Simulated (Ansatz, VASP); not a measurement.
One calculation of HCN, two programs

```
N C H
1.0
    -2.31606    2.31606    2.15990
     2.31606   -2.31606    2.15990
     2.31606    2.31606   -2.15990
N C H
1 1 1
Direct
  0.27193 0.27193 0.00000
  0.00367 0.00367 0.00000
  0.75210 0.75210 0.00000
```

Alike in both runs: task single point; functional PBE-based screened hybrid; k mesh 4 × 4 × 4; occupations fermi-dirac, width 0.05 eV; no spin polarisation.

```csv
,VASP,Ansatz
version,VASP 6.6.1,Ansatz 0.2.0
potentials or method,"VASP PAW PBE potentials, release 64 (N, C, H)",Ansatz PAW
plane-wave cutoff (eV),520,420
valence electrons in the cell,10,10
```

|  | VASP | Ansatz | Ansatz less VASP |
| --- | --- | --- | --- |
| gap on the k mesh at the Fermi level (eV) | 8.36 | 8.34 | -0.019 |
| least direct gap on the mesh (eV) | 8.75 | 8.74 | -0.018 |
| pressure (GPa) | -1.8 | -2.4 | -0.58 |
| traceless stress, the component that is largest in VASP (GPa) | -3.93 | -5.34 | -1.406 |
| rms of the force components (eV/Å) | 0.534 | 0.799 | +0.2649 |

VASP's potentials were made for PBE, not for PBE-based screened hybrid. Atom by atom the forces differ by 0.266 eV/Å (rms over components).

The k mesh is coarse, so the values compare programs but aren't converged. Noted on VASP's run: the standard files for N, O and F lose accuracy on very short bonds.
